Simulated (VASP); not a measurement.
Input of a VASP 6.6.1 run:

The input INCAR:

```
  ALGO = Normal
  EDIFF = 1E-6
  ENCUT = 520
  GGA = PE
  ISIF = 2
  ISMEAR = 0
  LASPH = True
  LCHARG = False
  LREAL = False
  LWAVE = False
  NBANDS = 57
  NELM = 100
  PREC = Accurate
  SIGMA = 0.1
```

File KPOINTS:

```
k-points
0
Gamma
  4 4 4
```

File POSCAR:

```
Hf3ZrS8
1.0
    5.9582060700     -3.5811486200      0.0000000000
    5.9582060700      3.5811486200      0.0000000000
   -5.9582060700      0.0000000000      6.2027313600
Zr Hf S
1 3 8
Direct
    0.0000000000      0.0000000000      0.0000000000
    0.5000000000      0.5000000000      0.0000000000
    0.5000000000      0.0000000000      0.5000000000
    0.0000000000      0.5000000000      0.5000000000
    0.4513573000      0.4513573000      0.6666666700
    0.9513573000      0.9513573000      0.6666666700
    0.9513573000      0.4513573000      0.1666666700
    0.4513573000      0.9513573000      0.1666666700
    0.0486427000      0.5486427000      0.8333333300
    0.5486427000      0.0486427000      0.8333333300
    0.5486427000      0.5486427000      0.3333333300
    0.0486427000      0.0486427000      0.3333333300
```

Potentials or basis: VASP PAW PBE potentials, release 64 (Zr_sv, Hf_pv, S).

The run is started by

```bash
$ cat potpaw_PBE.64/Zr_sv/POTCAR potpaw_PBE.64/Hf_pv/POTCAR potpaw_PBE.64/S/POTCAR > POTCAR
$ mpirun -np 1 vasp_std > vasp.out
```

(1) Predict the pressure.

(2) What does it give for the largest force?

(3) Estimate the band gap on the k mesh.

## Answers

(1) 7.2 GPa.

(2) 0.912 eV/Å.

(3) 1.08 eV, indirect (least direct gap 1.08 eV).

Caveat: spin-orbit coupling is left out, which moves the levels of the heavy elements.
